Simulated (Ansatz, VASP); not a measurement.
## Two plane-wave programs on Na6H5F

```xyz
12
Lattice="3.3969 0.0000 0.0000 0.0000 3.3969 0.0000 0.0000 0.0000 14.4188" Properties=species:S:1:pos:R:3 pbc="T T T"
Na    0.0000    0.0000    0.0000
Na    1.6984    1.6984    2.3599
Na    0.0000    0.0000    4.7860
Na    1.6984    1.6984    7.2094
Na    0.0000    0.0000    9.6328
Na    1.6984    1.6984   12.0589
H     0.0000    0.0000    2.3740
H     0.0000    0.0000    7.2094
H     1.6984    1.6984    4.7842
H     0.0000    0.0000   12.0448
H     1.6984    1.6984    9.6345
F     1.6984    1.6984    0.0000
```

Alike in both runs: functional PBE; k mesh 8 × 8 × 2; occupations gaussian, width 0.02 eV; no spin polarisation.

Ansatz relaxed the structure, and its values are those at the end. VASP's run is a single point on that final structure, the one shown.

|  | VASP | Ansatz |
| --- | --- | --- |
| version | VASP 6.6.1 | Ansatz 0.2.0 |
| potentials or method | VASP PAW PBE potentials, release 64 (Na_pv, H, F), cutoff 520 eV | scalar-relativistic, plane waves, PAW |
| valence electrons in the cell | 54 | 66 |

```csv
,VASP,Ansatz,Ansatz less VASP
gap on the k mesh at the Fermi level (eV),3.87,3.87,+0.002
least direct gap on the mesh (eV),4.54,4.54,-0.002
pressure (GPa),-0.1,0.0,+0.05
```

VASP's potentials hold 54 valence electrons a cell and Ansatz's 66, so a difference there can come from the potentials and not from the codes.
